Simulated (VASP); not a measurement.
# AlN (P6_3mc) in VASP: notebook, part 2 of 2

VASP 6.6.1.

**5. Single point, LDA**

This run uses another cell than the first one, of 9.80 Å³/atom, 1.023 times its volume.

Input file INCAR:

```
ALGO = Normal
EDIFF = 1E-7
ENCUT = 520
ISIF = 2
ISMEAR = 0
LASPH = T
LCHARG = F
LREAL = F
LWAVE = F
NBANDS = 16
NELM = 80
PREC = Accurate
SIGMA = 0.05
```

Input file KPOINTS:

```
k-points
0
Gamma
  9 9 6
```

Input file POSCAR:

```
AlN
1.0
    3.0886152983      0.0000000000      0.0000000000
   -1.5443076491      2.6748193108      0.0000000000
    0.0000000000      0.0000000000      4.7458000000
Al N
2 2
Direct
    0.3333333333      0.6666666667     -0.0033493301
    0.6666666667      0.3333333333      0.4966506699
    0.3333333333      0.6666666667      0.3883493301
    0.6666666667      0.3333333333      0.8883493301
```

Potentials or basis: VASP PAW LDA potentials, release 64 (Al, N).

On the command line:

```console
cat potpaw_LDA.64/Al/POTCAR potpaw_LDA.64/N/POTCAR > POTCAR
mpirun -np 1 vasp_std > vasp.out
```

OUTCAR:

```text
EDIFF = 1E-7
   ENCUT = 520
   ISIF = 2
   ISMEAR = 0
   LASPH = T
   LREAL = F
   NELM = 80
   PREC = Accurate

 ion  position               nearest neighbor table
   1  0.333  0.667  0.997-   4 1.86   4 1.86   4 1.86   3 1.86   2 2.97   2 2.97   2 2.97   2 2.97
                             2 2.97   2 2.97
   2  0.667  0.333  0.497-   3 1.86   3 1.86   3 1.86   4 1.86   1 2.97   1 2.97   1 2.97   1 2.97
                             1 2.97   1 2.97
   3  0.333  0.667  0.388-   2 1.86   2 1.86   2 1.86   1 1.86
   4  0.667  0.333  0.888-   1 1.86   1 1.86   1 1.86   2 1.86

  LATTYP: Found a hexagonal cell.
 ALAT       =     3.0886152983
 C/A-ratio  =     1.5365461677

  Lattice vectors:

 A1 = (   3.0886152983,   0.0000000000,   0.0000000000)
 A2 = (  -1.5443076491,   2.6748193108,   0.0000000000)
 A3 = (   0.0000000000,   0.0000000000,   4.7458000000)

Analysis of symmetry for initial positions (statically):
=====================================================================
 Subroutine PRICEL returns:
 Original cell was already a primitive cell.

 Routine SETGRP: Setting up the symmetry group for a
 hexagonal supercell.

 Subroutine GETGRP returns: Found 12 space group operations
 (whereof  6 operations were pure point group operations)
 out of a pool of 24 trial point group operations.

The static configuration has the point symmetry C_3v.
 The point group associated with its full space group is C_6v.

Analysis of symmetry for dynamics (positions and initial velocities):
=====================================================================
 Subroutine PRICEL returns:
 Original cell was already a primitive cell.

 Routine SETGRP: Setting up the symmetry group for a
 hexagonal supercell.

[... 121 lines left out ...]
   NUPDOWN=      -1.0000    fix difference up-down
   EMIN   =  10.00;   EMAX   =-10.00  energy-range for DOS
   EFERMI =   0.00;   METHOD = LEGACY
   ISMEAR =     0;   SIGMA  =   0.05  broadening in eV -4-tet -1-fermi 0-gaus
   EFERMI_NEDOS =   21; number of points for ismear=-14 and -15
   IALGO  =     38    algorithm
   IMIX   =      4    mixing-type and parameters
     AMIX     =   0.40;   BMIX     =  1.00
     AMIX_MAG =   1.60;   BMIX_MAG =  1.00
  volume/ion in A,a.u.               =       9.80        66.15
  Fermi-wavevector in a.u.,A,eV,Ry     =   1.214299  2.294692 20.062086  1.474522
  Thomas-Fermi vector in A             =   2.349723
   LORBIT       =      0    0 simple, 1 ext, 2 COOP (PROOUT), +10 PAW based schemes
   GGA     = CA    functional components
   LHFCALC =     F    Hartree Fock is set to
   AEXX    =    0.0000 exact exchange contribution
   IVDW    =     0    specifies the selected vdW correction
   LEPSILON=     F    determine dielectric tensor
   LRPA    =     F    only Hartree local field effects (RPA)
 non-spin polarized calculation
 Gauss-broadening in eV      SIGMA  =   0.05
  energy-cutoff  :      520.00
  volume of cell :       39.21
 maximum number of plane-waves:      1085
 NGX is ok and might be reduce to    24
   NGX = 11   NGY = 11   NGZ = 17

 number of electron      15.9999999 magnetization

 Free energy of the ion-electron system (eV)
  ---------------------------------------------------
  ext. energy  EPLUGINS =         0.00000000
  ---------------------------------------------------
  free energy    TOTEN  =       -32.75936285 eV

  energy without entropy =      -32.75936285  energy(sigma->0) =      -32.75936285

 E-fermi :   7.0663     XC(G=0): -11.5236

 val. band max:        6.8187448561   @ k =   0.0000   0.0000   0.0000
 cond. band min:      11.3342019887   @ k =   0.0000   0.0000   0.0000
 fundamental gap:      4.5154571325
 Fermi energy:         7.0663176894

 k-point     1 :       0.0000    0.0000    0.0000
  band No.  band energies     occupation
      1      -8.9072      2.00000
      2      -6.2828      2.00000
      3       0.3386      2.00000
      4       5.3917      2.00000
      5       5.3917      2.00000
      6       6.1912      2.00000
[... 433 lines left out ...]
      3       1.4106      2.00000
      4       2.1530      2.00000
      5       2.1530      2.00000
      6       3.7532      2.00000
[... 8 lines left out ...]
     15      19.5857      0.00000
     16      21.9977      0.00000

 [... further k-points ...]
[... 5 lines left out ...]
  --------------------------------------------------------------------------------------
  -------------------------------------------------------------------------------------
  Total        1.5500654      1.5500654      3.6787301      0.0000000      0.0000000     -0.0000000
  in kB       63.3421636     63.3421636    150.3283217      0.0000000      0.0000000     -0.0000000
  external PRESSURE =      92.3375496 kB  Pullay stress =       0.0000000 kB

 VOLUME and BASIS-vectors are now :
 -----------------------------------------------------------------------------
  energy-cutoff  :      520.00
  volume of cell :       39.21
      direct lattice vectors                 reciprocal lattice vectors
     3.088615298  0.000000000  0.000000000     0.323769684  0.186928514  0.000000000
    -1.544307649  2.674819311  0.000000000     0.000000000  0.373857029  0.000000000
     0.000000000  0.000000000  4.745800000     0.000000000  0.000000000  0.210712630

 POSITION                                       TOTAL-FORCE (eV/Angst)
 -----------------------------------------------------------------------------------
     -0.00000      1.78321      4.72990        -0.000000      0.000000     -0.007131
      1.54431      0.89161      2.35700         0.000000     -0.000000     -0.007131
     -0.00000      1.78321      1.84303         0.000000     -0.000000      0.007131
      1.54431      0.89161      4.21593        -0.000000      0.000000      0.007131
 -----------------------------------------------------------------------------------
    total drift:                               -0.000000     -0.000000     -0.000602

  FREE ENERGIE OF THE ION-ELECTRON SYSTEM (eV)
  ---------------------------------------------------
  free  energy   TOTEN  =       -32.7593628520 eV

  energy  without entropy=      -32.7593628520  energy(sigma->0) =      -32.75936285
```

OSZICAR:

```text
N       E                     dE             d eps       ncg     rms          rms(c)
DAV:   1     0.363946579493E+02    0.36395E+02   -0.72373E+03  1536   0.891E+02
DAV:   2    -0.351833589915E+02   -0.71578E+02   -0.66305E+02  2120   0.181E+02
DAV:   3    -0.380655043007E+02   -0.28821E+01   -0.28749E+01  1944   0.369E+01
DAV:   4    -0.380791535337E+02   -0.13649E-01   -0.13649E-01  1832   0.304E+00
DAV:   5    -0.380792834217E+02   -0.12989E-03   -0.12989E-03  1920   0.289E-01    0.127E+01
DAV:   6    -0.328858116418E+02    0.51935E+01   -0.11325E+01  1624   0.244E+01    0.448E+00
DAV:   7    -0.328206554532E+02    0.65156E-01   -0.54841E-01  1872   0.491E+00    0.290E+00
DAV:   8    -0.327621893072E+02    0.58466E-01   -0.67021E-02  1640   0.217E+00    0.333E-01
DAV:   9    -0.327592694776E+02    0.29198E-02   -0.54002E-03  1888   0.536E-01    0.213E-01
DAV:  10    -0.327594116201E+02   -0.14214E-03   -0.58441E-04  1720   0.155E-01    0.105E-01
DAV:  11    -0.327593630906E+02    0.48530E-04   -0.90825E-05  1760   0.712E-02    0.173E-02
DAV:  12    -0.327593629640E+02    0.12656E-06   -0.16302E-06  1968   0.953E-03    0.611E-03
DAV:  13    -0.327593628406E+02    0.12339E-06   -0.46234E-07  1808   0.508E-03    0.812E-04
DAV:  14    -0.327593628520E+02   -0.11367E-07   -0.12635E-08   864   0.841E-04
   1 F= -.32759363E+02 E0= -.32759363E+02  d E =-.130676E-14
```

Wall time 8.4 s (1 thread of Intel Xeon 6975P-C (Granite Rapids), shared host); peak memory 0.14 GiB.

Results:

```yaml
Free_energy: -32.7594 eV
Pressure: 9.2 GPa
Largest_force: 0.007 eV/Å
Band_gap_on_the_k_mesh: 4.52 eV, direct
```

Forces on the atoms (eV/Å):
```
Al   0.000  0.000 -0.007
Al   0.000  0.000 -0.007
N    0.000  0.000  0.007
N    0.000  0.000  0.007
```

**6. Single point, LDA**

This run uses another cell than the first one, of 9.61 Å³/atom, 1.003 times its volume.

Input file INCAR:

```
SYSTEM = AlN
PREC = Accurate
ENCUT = 520
EDIFF = 1E-6
ISMEAR = 0
SIGMA = 0.05
LREAL = .FALSE.
LASPH = .TRUE.
NELM = 80
ALGO = Normal
ISIF = 2
LWAVE = .FALSE.
LCHARG = .TRUE.
GGA = CA
LELF = .TRUE.
LVHAR = .TRUE.
NBANDS = 16
```

Input file KPOINTS:

```
regular mesh
0
G
  9 9 6
  0 0 0
```

Input file POSCAR:

```
AlN
1.0
    2.9960000000      0.0000000000      0.0000000000
   -1.4980000000      2.5946121098      0.0000000000
    0.0000000000      0.0000000000      4.9435842660
Al N
2 2
Direct
    0.3333333333      0.6666666667      0.0044891132
    0.6666666667      0.3333333333      0.5044891132
    0.3333333333      0.6666666667      0.3805108868
    0.6666666667      0.3333333333      0.8805108868
```

Potentials or basis: VASP PAW LDA potentials, release 64 (Al, N).

On the command line:

```console
cat potpaw_LDA.64/Al/POTCAR potpaw_LDA.64/N/POTCAR > POTCAR
mpirun -np 1 vasp_std > vasp.out
```

OUTCAR:

```text
SYSTEM = AlN
   PREC = Accurate
   ENCUT = 520
   EDIFF = 1E-6
   ISMEAR = 0
   LREAL = .FALSE.
   LASPH = .TRUE.
   NELM = 80
   ISIF = 2
   GGA = CA

 ion  position               nearest neighbor table
   1  0.333  0.667  0.004-   4 1.84   4 1.84   4 1.84   3 1.86   2 3.02   2 3.02   2 3.02   2 3.02
                             2 3.02   2 3.02
   2  0.667  0.333  0.504-   3 1.84   3 1.84   3 1.84   4 1.86   1 3.02   1 3.02   1 3.02   1 3.02
                             1 3.02   1 3.02
   3  0.333  0.667  0.381-   2 1.84   2 1.84   2 1.84   1 1.86
   4  0.667  0.333  0.881-   1 1.84   1 1.84   1 1.84   2 1.86

[... 661 lines left out ...]
  -------------------------------------------------------------------------------------
  Total        4.6263561      4.6263561      2.0529997      0.0000000      0.0000000      0.0000000
  in kB      192.8827756    192.8827756     85.5939928      0.0000000      0.0000000      0.0000000
  external PRESSURE =     157.1198480 kB  Pullay stress =       0.0000000 kB

 VOLUME and BASIS-vectors are now :
 -----------------------------------------------------------------------------
  energy-cutoff  :      520.00
  volume of cell :       38.43
      direct lattice vectors                 reciprocal lattice vectors
     2.996000000  0.000000000  0.000000000     0.333778371  0.192707032  0.000000000
    -1.498000000  2.594612110  0.000000000     0.000000000  0.385414065  0.000000000
     0.000000000  0.000000000  4.943584266     0.000000000  0.000000000  0.202282382

 POSITION                                       TOTAL-FORCE (eV/Angst)
 -----------------------------------------------------------------------------------
     -0.00000      1.72974      0.02219         0.000000      0.000000      0.004490
      1.49800      0.86487      2.49398         0.000000      0.000000      0.004490
     -0.00000      1.72974      1.88109        -0.000000      0.000000     -0.004490
      1.49800      0.86487      4.35288        -0.000000     -0.000000     -0.004490
 -----------------------------------------------------------------------------------
    total drift:                               -0.000000     -0.000000      0.000096

  FREE ENERGIE OF THE ION-ELECTRON SYSTEM (eV)
  ---------------------------------------------------
  free  energy   TOTEN  =       -32.6957043265 eV

  energy  without entropy=      -32.6957043265  energy(sigma->0) =      -32.69570433
```

stdout:

```text
POSCAR found type information on POSCAR AlN
 POSCAR found :  2 types and       4 ions
 scaLAPACK will be used
 LDA part: xc-table for (Slater(with rela. corr.)+CA(PZ))
 , standard interpolation
 POSCAR, INCAR and KPOINTS ok, starting setup
 FFT: planning ... GRIDC
 FFT: planning ... GRID_SOFT
 FFT: planning ... GRID
 WAVECAR not read
 entering main loop
```

Wall time 8 s (1 thread of Intel Xeon 6975P-C (Granite Rapids), shared host); peak memory 0.15 GiB.

Results:

| Quantity | Value |
| --- | --- |
| Free energy | -32.6957 eV |
| Pressure | 15.7 GPa |
| Largest force | 0.004 eV/Å |
| Band gap on the k mesh | 4.88 eV, indirect (least direct gap 5.08 eV) |

Forces on the atoms (eV/Å):
```
Al   0.000  0.000  0.004
Al   0.000  0.000  0.004
N    0.000  0.000 -0.004
N    0.000  0.000 -0.004
```

Levels at points of the mesh, in eV from the valence-band top:
```
           k point  band 6  band 7  band 8  band 9  band 10  band 11
(0.00, 0.00, 0.00)   -0.07    0.00    0.00    5.08     7.72    11.08
(0.00, 0.00, 0.50)   -0.30   -0.30   -0.30    7.39     7.39    10.83
```

A k mesh can miss the band edges. A hybrid or GW would open this gap; LDA tends to underestimate it.

**7. Overview**

```tsv
cell	gap on the mesh (eV)	pressure (GPa)	largest force (eV/Å)
a = 3.119, b = 3.119, c = 4.548 Å, angles 90.0, 90.0, 120.0°, 4 atoms	4.30	12.7	0.02
a = 3.089, b = 3.089, c = 4.548 Å, angles 90.0, 90.0, 120.0°, 4 atoms	4.54	18.6	0.01
a = 3.058, b = 3.058, c = 4.746 Å, angles 90.0, 90.0, 120.0°, 4 atoms	4.76	14.7	0.01
a = 3.089, b = 3.089, c = 4.746 Å, angles 90.0, 90.0, 120.0°, 4 atoms	4.52	9.2	0.01
a = 2.996, b = 2.996, c = 4.944 Å, angles 90.0, 90.0, 120.0°, 4 atoms	4.88	15.7	-
```

Alike in all rows: task single point; level LDA; potentials or basis VASP PAW LDA potentials, release 64 (Al, N); no spin polarisation; k mesh 9 × 9 × 6; cutoff (eV) 520; smearing gaussian 0.05 eV.

Total energies depend on the potentials used, so only differences within one code and one set of settings carry meaning.
